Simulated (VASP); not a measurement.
# C in VASP: settings compared

The runs below take C through single point, with PBE, PBEsol+D3(BJ).

The COD entry that gives the cell may itself be a prediction, so a difference from it is no test against experiment.

All numbers are computed with VASP 6.6.1; they aren't measurements. Logs are shortened: lines on timing, memory, paths and dates and some standing lists are left out, and cuts for length are marked.

### Step 1. The cell of the first run

The structure is hexagonal, space group P6_3/mmc (No. 194). The conventional cell has a = 2.555 Å, b = 2.555 Å, c = 8.345 Å, α = 90.00°, β = 90.00°, γ = 120.00°. C (site symmetry 3m) has 4 C at 1.56 Å within 2.1 Å. C (site symmetry 3m) has 4 C at 1.56 Å within 2.1 Å.

### Step 2. Single point, PBE (volume scaled by 1.04)

The input, INCAR:

```
SYSTEM = C
ALGO = Normal
EDIFF = 1E-6
ENCUT = 520
GGA = PE
ISIF = 2
ISMEAR = -1
LASPH = .True.
LCHARG = .False.
LREAL = .False.
LWAVE = .False.
NBANDS = 26
NELM = 100
PREC = Accurate
SIGMA = 0.05
```

The input, KPOINTS:

```
k-points
0
Gamma
  12 12 4
  0 0 0
```

The input, POSCAR:

```
C
1.0
    2.5552893324      0.0000000000      0.0000000000
   -1.2776446662      2.2129454759      0.0000000000
    0.0000000000      0.0000000000      8.3454953252
C
8
Direct
    0.6666666667      0.3333333333      0.8437500000
    0.3333333333      0.6666666667      0.3437500000
    0.6666666667      0.3333333333      0.6562500000
    0.3333333333      0.6666666667      0.1562500000
    0.0000000000      0.0000000000      0.9062500000
    0.0000000000      0.0000000000      0.4062500000
    0.0000000000      0.0000000000      0.5937500000
    0.0000000000      0.0000000000      0.0937500000
```

Potentials or basis: VASP PAW PBE potentials, release 64 (C).

On the command line:

```
$ cat potpaw_PBE.64/C/POTCAR > POTCAR
$ mpirun -np 1 vasp_std > vasp.out
```

OUTCAR:

```text
SYSTEM = C
   EDIFF = 1E-6
   ENCUT = 520
   GGA = PE
   ISIF = 2
   ISMEAR = -1
   LASPH = .True.
   LREAL = .False.
   NELM = 100
   PREC = Accurate

 ion  position               nearest neighbor table
   1  0.667  0.333  0.844-   3 1.56   5 1.56   5 1.56   5 1.56
   2  0.333  0.667  0.344-   4 1.56   6 1.56   6 1.56   6 1.56
   3  0.667  0.333  0.656-   1 1.56   7 1.56   7 1.56   7 1.56
   4  0.333  0.667  0.156-   2 1.56   8 1.56   8 1.56   8 1.56
   5  0.000  0.000  0.906-   8 1.56   1 1.56   1 1.56   1 1.56
   6  0.000  0.000  0.406-   7 1.56   2 1.56   2 1.56   2 1.56
   7  0.000  0.000  0.594-   6 1.56   3 1.56   3 1.56   3 1.56
   8  0.000  0.000  0.094-   5 1.56   4 1.56   4 1.56   4 1.56

  LATTYP: Found a hexagonal cell.
 ALAT       =     2.5552893324
 C/A-ratio  =     3.2659688355

  Lattice vectors:

 A1 = (   2.5552893324,   0.0000000000,   0.0000000000)
 A2 = (  -1.2776446662,   2.2129454759,   0.0000000000)
 A3 = (   0.0000000000,   0.0000000000,   8.3454953252)

Analysis of symmetry for initial positions (statically):
=====================================================================
 Subroutine PRICEL returns:
 Original cell was already a primitive cell.

 Routine SETGRP: Setting up the symmetry group for a
 hexagonal supercell.

 Subroutine GETGRP returns: Found 24 space group operations
 (whereof 12 operations were pure point group operations)
 out of a pool of 24 trial point group operations.

The static configuration has the point symmetry D_3d.
 The point group associated with its full space group is D_6h.

Analysis of symmetry for dynamics (positions and initial velocities):
=====================================================================
 Subroutine PRICEL returns:
 Original cell was already a primitive cell.

 Routine SETGRP: Setting up the symmetry group for a
 hexagonal supercell.

 Subroutine GETGRP returns: Found 24 space group operations
 (whereof 12 operations were pure point group operations)
 out of a pool of 24 trial point group operations.

The dynamic configuration has the point symmetry D_3d.
 The point group associated with its full space group is D_6h.

 Subroutine INISYM returns: Found 24 space group operations
 (whereof 12 operations are pure point group operations),
 and found     1 'primitive' translations

----------------------------------------------------------------------------------------

                                     Primitive cell

  volume of cell :      47.1914

  direct lattice vectors                    reciprocal lattice vectors
     2.555289332  0.000000000  0.000000000     0.391345116  0.225943208  0.000000000
    -1.277644666  2.212945476  0.000000000     0.000000000  0.451886416  0.000000000
     0.000000000  0.000000000  8.345495325     0.000000000  0.000000000  0.119825123

  length of vectors
     2.555289332  2.555289332  8.345495325     0.451886416  0.451886416  0.119825123

  position of ions in fractional coordinates (direct lattice)
     0.666666667  0.333333333  0.843750000
     0.333333333  0.666666667  0.343750000
     0.666666667  0.333333333  0.656250000
     0.333333333  0.666666667  0.156250000
     0.000000000  0.000000000  0.906250000
     0.000000000  0.000000000  0.406250000
     0.000000000  0.000000000  0.593750000
     0.000000000  0.000000000  0.093750000

  ion indices of the primitive-cell ions
   primitive index   ion index
                 1           1
                 2           2
                 3           3
                 4           4
                 5           5
                 6           6
                 7           7
                 8           8

----------------------------------------------------------------------------------------

 KPOINTS: k-points

Automatic generation of k-mesh.
 Grid dimensions read from file:
 generate k-points for:   12   12    4

 Generating k-lattice:

  Cartesian coordinates                     Fractional coordinates (reciprocal lattice)
     0.032612093  0.018828601  0.000000000     0.083333333  0.000000000  0.000000000
     0.000000000  0.037657201  0.000000000     0.000000000  0.083333333  0.000000000
     0.000000000  0.000000000  0.029956281     0.000000000  0.000000000  0.250000000

  Length of vectors
     0.037657201  0.037657201  0.029956281

  Shift w.r.t. Gamma in fractional coordinates (k-lattice)
     0.000000000  0.000000000  0.000000000

 Subroutine IBZKPT returns following result:
 ===========================================

 Found     57 irreducible k-points:

 Following reciprocal coordinates:
            Coordinates               Weight
  0.000000  0.000000  0.000000      1.000000
  0.083333  0.000000  0.000000      6.000000
  0.166667  0.000000  0.000000      6.000000
  0.250000  0.000000  0.000000      6.000000
  0.333333  0.000000  0.000000      6.000000
  0.416667  0.000000  0.000000      6.000000
[... 16 lines left out ...]
  0.250000  0.000000  0.250000     12.000000
  0.333333  0.000000  0.250000     12.000000
 [... further k-points ...]
   k-points           NKPTS =     57   k-points in BZ     NKDIM =     57   number of bands    NBANDS=     26
   number of dos      NEDOS =    301   number of ions     NIONS =      8
   total plane-waves  NPLWV =  25600
   dimension x,y,z NGX =    20 NGY =   20 NGZ =   64
   dimension x,y,z NGXF=    40 NGYF=   40 NGZF=  128
   ions per type =               8
   NGX,Y,Z   is equivalent  to a cutoff of  13.01, 13.01, 12.75 a.u.
   NGXF,Y,Z  is equivalent  to a cutoff of  26.02, 26.02, 25.50 a.u.
 SYSTEM =  C
   PREC   = accura    normal or accurate (medium, high low for compatibility)
   ISTART =      0    job   : 0-new  1-cont  2-samecut
   ICHARG =      2    charge: 1-file 2-atom 10-const
   ISPIN  =      1    spin polarized calculation?
   LNONCOLLINEAR =      F non collinear calculations
   LSORBIT =      F    spin-orbit coupling
   LASPH  =      T    aspherical Exc in radial PAW
   ENCUT  =  520.0 eV  38.22 Ry    6.18 a.u.   4.75  4.75 15.52*2*pi/ulx,y,z
   NELM   =    100;   NELMIN=  2; NELMDL= -5     # of ELM steps
   EDIFF  = 0.1E-05   stopping-criterion for ELM
   LREAL  =      F    real-space projection
   EDIFFG = 0.1E-04   stopping-criterion for IOM
   NSW    =      0    number of steps for IOM
   IBRION =     -1    ionic relax: 0-MD 1-quasi-New 2-CG
   NFREE  =      0    steps in history (QN), initial steepest desc. (CG)
   ISIF   =      2    stress and relaxation
   ISYM   =      2    0-nonsym 1-usesym 2-fastsym
   POTIM  = 0.5000    time-step for ionic-motion
   TEBEG  =    0.0;   TEEND  =   0.0 temperature during run
   PSTRESS=    0.0 pullay stress
   NELECT =      32.0000    total number of electrons
   NUPDOWN=      -1.0000    fix difference up-down
   EMIN   =  10.00;   EMAX   =-10.00  energy-range for DOS
   EFERMI =   0.00;   METHOD = LEGACY
   ISMEAR =    -1;   SIGMA  =   0.05  broadening in eV -4-tet -1-fermi 0-gaus
   EFERMI_NEDOS =   21; number of points for ismear=-14 and -15
   IALGO  =     38    algorithm
   IMIX   =      4    mixing-type and parameters
     AMIX     =   0.40;   BMIX     =  1.00
     AMIX_MAG =   1.60;   BMIX_MAG =  1.00
  volume/ion in A,a.u.               =       5.90        39.81
  Fermi-wavevector in a.u.,A,eV,Ry     =   1.438259  2.717916 28.144872  2.068590
  Thomas-Fermi vector in A             =   2.557246
   LORBIT       =      0    0 simple, 1 ext, 2 COOP (PROOUT), +10 PAW based schemes
   GGA     = PE    functional components
   LHFCALC =     F    Hartree Fock is set to
   AEXX    =    0.0000 exact exchange contribution
   IVDW    =     0    specifies the selected vdW correction
   LEPSILON=     F    determine dielectric tensor
   LRPA    =     F    only Hartree local field effects (RPA)
 non-spin polarized calculation
  energy-cutoff  :      520.00
  volume of cell :       47.19
 maximum number of plane-waves:      1288
 NGX is ok and might be reduce to    20
   NGX =  9   NGY =  9   NGZ = 31

 number of electron      31.9999995 magnetization

 Free energy of the ion-electron system (eV)
  ---------------------------------------------------
  ext. energy  EPLUGINS =         0.00000000
  ---------------------------------------------------
  free energy    TOTEN  =       -72.58883269 eV

  energy without entropy =      -72.58883269  energy(sigma->0) =      -72.58883269

 E-fermi :  10.2240     XC(G=0): -13.0520

 val. band max:        9.3003674421   @ k =   0.0000   0.0000   0.0000
 cond. band min:      13.6194444648   @ k =   0.4167   0.0000   0.0000
 fundamental gap:      4.3190770227
 Fermi energy:        10.2239981635

 k-point     1 :       0.0000    0.0000    0.0000
  band No.  band energies     occupation
      1     -11.7996      2.00000
      2     -10.1511      2.00000
      3     -10.1027      2.00000
      4      -6.2113      2.00000
      5      -3.7932      2.00000
      6       2.7526      2.00000
[... 18 lines left out ...]
     25      17.0497      0.00000
     26      17.1778      0.00000

 k-point     2 :       0.0833    0.0000    0.0000
  band No.  band energies     occupation
      1     -11.6335      2.00000
      2      -9.9884      2.00000
      3      -9.9392      2.00000
      4      -6.0623      2.00000
      5      -3.6431      2.00000
      6       2.8271      2.00000
[... 18 lines left out ...]
     25      17.6388      0.00000
     26      17.6630      0.00000

 k-point     3 :       0.1667    0.0000    0.0000
  band No.  band energies     occupation
      1     -11.1373      2.00000
      2      -9.5030      2.00000
      3      -9.4508      2.00000
      4      -5.6178      2.00000
      5      -3.2077      2.00000
      6       2.9430      2.00000
[... 572 lines left out ...]
 k-point    23 :       0.2500    0.0000    0.2500
  band No.  band energies     occupation
      1     -10.2142      2.00000
      2      -9.3885      2.00000
      3      -7.7746      2.00000
      4      -5.5835      2.00000
      5      -1.7340      2.00000
      6       1.0953      2.00000
[... 18 lines left out ...]
     25      19.3073      0.00000
     26      20.5853      0.00000

 k-point    24 :       0.3333    0.0000    0.2500
  band No.  band energies     occupation
      1      -9.0904      2.00000
      2      -8.2799      2.00000
      3      -6.7027      2.00000
      4      -4.5829      2.00000
      5      -1.6945      2.00000
      6      -0.6639      2.00000
[... 18 lines left out ...]
     25      19.4661      0.00000
     26      21.2340      0.00000

 [... further k-points ...]
[... 5 lines left out ...]
  --------------------------------------------------------------------------------------
  -------------------------------------------------------------------------------------
  Total       -5.0162217     -5.0162217     -1.7515031      0.0000000      0.0000000      0.0000000
  in kB     -170.3038210   -170.3038210    -59.4646090      0.0000000      0.0000000      0.0000000
  external PRESSURE =    -133.3574170 kB  Pullay stress =       0.0000000 kB

 VOLUME and BASIS-vectors are now :
 -----------------------------------------------------------------------------
  energy-cutoff  :      520.00
  volume of cell :       47.19
      direct lattice vectors                 reciprocal lattice vectors
     2.555289332  0.000000000  0.000000000     0.391345116  0.225943208  0.000000000
    -1.277644666  2.212945476  0.000000000     0.000000000  0.451886416  0.000000000
     0.000000000  0.000000000  8.345495325     0.000000000  0.000000000  0.119825123

 POSITION                                       TOTAL-FORCE (eV/Angst)
 -----------------------------------------------------------------------------------
      1.27764      0.73765      7.04151        -0.000000     -0.000000      0.299578
     -0.00000      1.47530      2.86876         0.000000      0.000000      0.299578
      1.27764      0.73765      5.47673         0.000000      0.000000     -0.299578
     -0.00000      1.47530      1.30398        -0.000000      0.000000     -0.299578
      0.00000      0.00000      7.56311         0.000000     -0.000000      0.304650
      0.00000      0.00000      3.39036        -0.000000     -0.000000      0.304650
      0.00000      0.00000      4.95514         0.000000      0.000000     -0.304650
      0.00000      0.00000      0.78239        -0.000000      0.000000     -0.304650
 -----------------------------------------------------------------------------------
    total drift:                               -0.000000      0.000000      0.000000

  FREE ENERGIE OF THE ION-ELECTRON SYSTEM (eV)
  ---------------------------------------------------
  free  energy   TOTEN  =       -72.5888326879 eV

  energy  without entropy=      -72.5888326879  energy(sigma->0) =      -72.58883269
```

It took 1.7 min on 1 thread of AMD EPYC, shared host; peak memory 0.15 GiB.

What came out:

| Quantity | Value |
| --- | --- |
| Free energy | -72.5888 eV |
| Pressure | -13.3 GPa |
| Largest force | 0.305 eV/Å |
| Band gap on the k mesh | 4.32 eV, indirect (least direct gap 5.10 eV) |

Forces in eV/Å, atoms in the order of the input:
```
C    0.000  0.000  0.300
C    0.000  0.000  0.300
C    0.000  0.000 -0.300
C    0.000  0.000 -0.300
C    0.000  0.000  0.305
C    0.000  0.000  0.305
C    0.000  0.000 -0.305
C    0.000  0.000 -0.305
```

Stress tensor (GPa, compression positive):
```
-17.03   0.00   0.00
  0.00 -17.03   0.00
  0.00   0.00  -5.95
```

### Step 3. Single point, PBE (volume scaled by 1.06)

The input, INCAR:

```
SYSTEM = C
PREC = Accurate
ENCUT = 520
EDIFF = 1E-7
ISMEAR = -1
SIGMA = 0.05
LREAL = .False.
LASPH = .True.
NELM = 80
ALGO = Normal
ISIF = 2
LWAVE = .False.
LCHARG = .True.
GGA = PE
LELF = .True.
LVHAR = .True.
NBANDS = 26
```

The input, KPOINTS:

```
Automatic mesh
0
Gamma
  12 12 4
  0 0 0
```

POSCAR, as its differences from that of step 2:

```diff
@@ -2,5 +2,5 @@
 1.0
-    2.5552893324      0.0000000000      0.0000000000
-   -1.2776446662      2.2129454759      0.0000000000
-    0.0000000000      0.0000000000      8.3454953252
+    2.5715654994      0.0000000000      0.0000000000
+   -1.2857827497      2.2270410500      0.0000000000
+    0.0000000000      0.0000000000      8.3986527796
 C
```

Potentials or basis: VASP PAW PBE potentials, release 64 (C).

On the command line:

```
$ cat potpaw_PBE.64/C/POTCAR > POTCAR
$ mpirun -np 1 vasp_std > vasp.out
```

Run time: 2 min. Hardware: 1 thread of AMD EPYC, shared host; peak memory 0.15 GiB.

It converged, with:

| Item | Value |
| --- | --- |
| Free energy | -72.4942 eV |
| Pressure | -20.4 GPa |
| Largest force | 0.293 eV/Å |
| Band gap on the k mesh | 4.27 eV, indirect (least direct gap 5.06 eV) |

Forces in eV/Å, atoms in the order of the input:
```
C    0.000  0.000  0.290
C    0.000  0.000  0.290
C    0.000  0.000 -0.290
C    0.000  0.000 -0.290
C    0.000  0.000  0.293
C    0.000  0.000  0.293
C    0.000  0.000 -0.293
C    0.000  0.000 -0.293
```

Stress tensor (GPa, compression positive):
```
-23.91   0.00   0.00
  0.00 -23.91   0.00
  0.00   0.00 -13.38
```

Levels at points of the mesh, in eV from the valence-band top:
```
           k point  band 12  band 13  band 14  band 15  band 16  band 17  band 18  band 19  band 20  band 21
(0.00, 0.00, 0.00)    -1.64    -1.64    -0.21     0.00     0.00     5.06     5.06     5.54     6.80     6.80
(0.50, 0.00, 0.00)    -4.74    -4.72    -4.32    -3.49    -2.77     4.33     5.36     5.71     5.85     6.59
(0.00, 0.00, 0.50)    -2.43    -0.64    -0.64    -0.64    -0.64     5.80     5.80     5.80     5.80     6.42
(0.50, 0.00, 0.50)    -5.73    -4.48    -4.48    -3.45    -3.45     4.67     4.67     6.91     6.91     7.29
```

### Step 4. Single point, PBE (atoms moved at random)

The input, INCAR:

```
PREC = Accurate
ENCUT = 520
EDIFF = 1E-7
ISMEAR = -1
SIGMA = 0.05
LREAL = F
LASPH = T
NELM = 60
ALGO = Normal
ISIF = 2
LWAVE = F
LCHARG = F
GGA = PE
NBANDS = 26
```

The input, KPOINTS:

```
regular mesh
0
Gamma
  12 12 4
```

The input, POSCAR:

```
C
1.0
    2.5221000000      0.0000000000      0.0000000000
   -1.2610500000      2.1842026709      0.0000000000
    0.0000000000      0.0000000000      8.2371000000
C
8
Direct
    0.6871320000      0.3510970000      0.8484020000
    0.3384920000      0.6812140000      0.3448280000
    0.6490750000      0.3110160000      0.6528390000
    0.3401640000      0.6596720000      0.1531050000
    0.0017330000      0.0025270000      0.9115580000
   -0.0097080000     -0.0044340000      0.3964780000
    0.0180260000      0.0144900000      0.5898660000
    0.0047560000      0.0002400000      0.0906410000
```

On the command line:

```
$ cat potpaw_PBE.64/C/POTCAR > POTCAR
$ mpirun -np 1 vasp_std > vasp.out
```

It took 11 min on 1 thread of AMD EPYC, shared host; peak memory 0.3 GiB.

Results (log left out):

```
Free energy            : -72.1784 eV
Pressure               : 5.2 GPa
Largest force          : 4.045 eV/Å
Band gap on the k mesh : 3.69 eV, indirect (least direct gap 4.19 eV)
```

Forces on the atoms (eV/Å):
```
C   -1.080 -1.565 -1.064
C   -0.343 -1.680 -2.599
C    1.908  2.781  0.687
C   -0.617  0.773  0.213
C    0.829  0.998 -1.861
C    0.875  1.669  3.579
C   -1.924 -2.513 -0.246
C    0.352 -0.462  1.291
```

Stress tensor (GPa, compression positive):
```
 2.24  1.02  0.99
 1.02  0.60  1.59
 0.99  1.59 12.86
```

Levels at points of the mesh, in eV from the valence-band top:
```
           k point  band 13  band 14  band 15  band 16  band 17  band 18  band 19  band 20
(0.00, 0.00, 0.00)    -1.84    -0.85    -0.56     0.00     4.19     4.67     4.98     5.78
(0.50, 0.00, 0.00)    -5.33    -5.10    -4.12    -3.44     3.84     4.95     5.27     5.46
(0.00, 0.50, 0.00)    -5.68    -5.13    -3.93    -3.58     3.69     4.92     5.06     5.22
(0.50, 0.50, 0.00)    -5.54    -5.02    -4.18    -3.32     3.69     5.00     5.08     5.27
(0.00, 0.00, 0.50)    -2.01    -1.31    -0.96    -0.59     4.72     5.11     5.23     5.60
(0.50, 0.00, 0.50)    -5.30    -5.11    -4.28    -4.07     4.00     4.37     6.15     6.51
(0.00, 0.50, 0.50)    -5.24    -5.08    -4.62    -4.03     3.87     4.26     6.11     6.33
(0.50, 0.50, 0.50)    -5.32    -5.24    -4.29    -3.97     3.90     4.17     6.08     6.44
```

Caveat: the cell differs from its parent crystal (atoms moved at random); forces of over 1 eV/Å act on the atoms, so gaps and moduli don't describe the material at rest.

[end of part 1 of 2]
